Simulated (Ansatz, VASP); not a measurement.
One calculation of Ag, two programs

```xyz
2
Lattice="2.9358 0.0000 0.0000 -1.4679 2.5425 0.0000 0.0000 0.0000 4.7910" Properties=species:S:1:pos:R:3 pbc="T T T"
Ag    0.0000    1.6950    1.1977
Ag    1.4679    0.8475    3.5932
```

Alike in both runs: task relaxation of cell and atoms; functional PBE; k mesh 16 × 16 × 9; occupations fermi-dirac, width 0.05 eV; no spin polarisation.

|  | VASP | Ansatz |
| --- | --- | --- |
| version | VASP 6.6.1 | Ansatz 0.2.0 |
| potentials or method | VASP PAW PBE potentials, release 64 (Ag), cutoff 500 eV | all-electron LAPW, scalar-relativistic |

```csv
,VASP,Ansatz,Ansatz less VASP
relaxed volume (Å³/atom),17.86,17.88,+0.020
relaxed cell length with the largest relative difference (Å),4.789,4.791,+0.0019
```

Ansatz ran all-electron here, and VASP with PAW potentials.
